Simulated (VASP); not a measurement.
CoRuC6N6: single point with PBE

The system is CoRuC6N6.

```
CELL_PARAMETERS angstrom
0.00000 5.07350 5.07350
5.07350 0.00000 5.07350
5.07350 5.07350 0.00000
ATOMIC_POSITIONS crystal
Co 0.50000 0.50000 0.50000
Ru 0.00000 0.00000 0.00000
C 0.81315 0.18685 0.18685
C 0.18685 0.81315 0.18685
C 0.18685 0.18685 0.81315
C 0.18685 0.81315 0.81315
C 0.81315 0.18685 0.81315
C 0.81315 0.81315 0.18685
N 0.69784 0.30216 0.30216
N 0.30216 0.69784 0.30216
N 0.30216 0.30216 0.69784
N 0.30216 0.69784 0.69784
N 0.69784 0.30216 0.69784
N 0.69784 0.69784 0.30216
```

```
Program             : VASP 6.6.1
Task                : single point
Functional          : PBE
Potentials or basis : VASP PAW PBE potentials, release 64 (Co, Ru_pv, C, N)
Cutoff              : 520 eV
k mesh              : 4 × 4 × 4
Occupations         : gaussian, width 0.1 eV
Spin                : collinear spin, ferromagnetic start
Starting moments    : [3.0, 1.0, 0.0, 0.0, 0.0, 0.0, 0.0, 0.0, 0.0, 0.0, 0.0, 0.0, 0.0, 0.0] μB
```

| Quantity | Value |
| --- | --- |
| Pressure | 3.6 GPa |
| Largest force | 2.884 eV/Å |
| Band gap on the k mesh | zero (filled and empty bands overlap) |
| Net moment | 1.00 μB per cell |
| Site moments | Co +0.13; Ru +0.49; C -0.01; N +0.06 μB |
| Valence electrons inside the program's atomic spheres | Co 7.99; Ru 13.41; C 2.62; N 3.87 |

Forces in eV/Å, atoms in the order of the input:
```
Co   0.000  0.000  0.000
Ru   0.000  0.000  0.000
C    2.884  0.000  0.000
C    0.000  2.884  0.000
C    0.000  0.000  2.884
C   -2.884  0.000  0.000
C    0.000 -2.884  0.000
C    0.000  0.000 -2.884
N    1.867  0.000  0.000
N    0.000  1.867  0.000
N    0.000  0.000  1.867
N   -1.867  0.000  0.000
N    0.000 -1.867  0.000
N    0.000  0.000 -1.867
```

Levels at points of the mesh, in eV from the Fermi level:
Spin up:
| k point | band 37 | band 38 | band 39 | band 40 | band 41 | band 42 |
| --- | --- | --- | --- | --- | --- | --- |
| (0.00, 0.00, 0.00) | -0.21 | -0.21 | -0.21 | 0.93 | 0.93 | 5.39 |
| (0.50, 0.00, 0.00) | -0.54 | -0.47 | -0.47 | 1.17 | 1.17 | 5.23 |
| (0.50, 0.50, 0.00) | -0.21 | -0.17 | -0.17 | 0.93 | 1.03 | 5.27 |
Spin down:
```csv
k point,band 35,band 36,band 37,band 38,band 39,band 40,band 41,band 42
"(0.00, 0.00, 0.00)",-1.64,-1.64,0.05,0.05,0.05,1.02,1.02,5.42
"(0.50, 0.00, 0.00)",-0.88,-0.81,-0.25,-0.18,-0.18,1.25,1.25,5.27
"(0.50, 0.50, 0.00)",-0.75,-0.75,0.05,0.12,0.12,1.02,1.12,5.30
```

Wall time 9.5 min on 1 thread of Intel(R) Xeon(R) Platinum 8259CL CPU @ 2.50GHz (Skylake/Cascade Lake), with other jobs on the host, peak memory 0.61 GiB.

Caveat: a cell with one magnetic atom can't hold antiferromagnetic order, which such compounds often take; forces of over 1 eV/Å act on the atoms, so gaps and moduli don't describe the material at rest. With open d or f shells a metallic result of PBE can be an artefact of self-interaction; +U or a hybrid may open a gap.
